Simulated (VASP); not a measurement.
Wanted: the native input for a VASP 6.6.1 run.

```yaml
Task: single point
Functional: PBEsol
Potentials_or_basis: VASP PAW PBE potentials, release 64 (Zn, Se)
Cutoff: 500 eV
k_mesh: 4 × 4 × 4
Occupations: gaussian, width 0.02 eV
Spin: no spin polarisation
Dipole_correction: no
Further_INCAR_settings: ALGO = Normal; EDIFF = 1e-06; NBANDS = 60
```

The structure of ZnSe2 lies in POSCAR:

```
ZnSe2
1.0
    6.3048935403      0.0000000000      0.0000000000
    0.0000000000      6.3048935403      0.0000000000
    0.0000000000      0.0000000000      6.3048935403
Zn Se
4 8
Direct
    0.5000000000      0.5000000000      0.0000000000
    0.5000000000      0.0000000000      0.5000000000
    0.0000000000      0.5000000000      0.5000000000
    0.0000000000      0.0000000000      0.0000000000
    0.1091627917      0.8908372083      0.3908372083
    0.8908372083      0.3908372083      0.1091627917
    0.3908372083      0.1091627917      0.8908372083
    0.6091627917      0.6091627917      0.6091627917
    0.8908372083      0.1091627917      0.6091627917
    0.1091627917      0.6091627917      0.8908372083
    0.6091627917      0.8908372083      0.1091627917
    0.3908372083      0.3908372083      0.3908372083
```

The input as run:

INCAR

```
PREC = Accurate
ENCUT = 500
EDIFF = 1E-6
ISMEAR = 0
SIGMA = 0.02
LREAL = False
LASPH = True
NELM = 120
ALGO = Normal
ISIF = 2
LWAVE = False
LCHARG = False
GGA = PS
NBANDS = 60
GGA_COMPAT = False
```

KPOINTS

```
regular mesh
0
Gamma
  4 4 4
```

Potentials or basis: VASP PAW PBE potentials, release 64 (Zn, Se).

Command:

```bash
$ cat potpaw_PBE.64/Zn/POTCAR potpaw_PBE.64/Se/POTCAR > POTCAR
$ mpirun -np 1 vasp_std > vasp.out
```

It gave:

- Pressure: -1.8 GPa
- Largest force: 0.027 eV/Å
- Band gap on the k mesh: 0.73 eV, indirect (least direct gap 0.93 eV)

Caveat: the PAW data sets were made with another functional, which shifts forces and pressure a little.

It took 2.7 min on 1 thread of Intel Xeon 6975P-C, with other jobs on the host, peak memory 0.38 GiB.
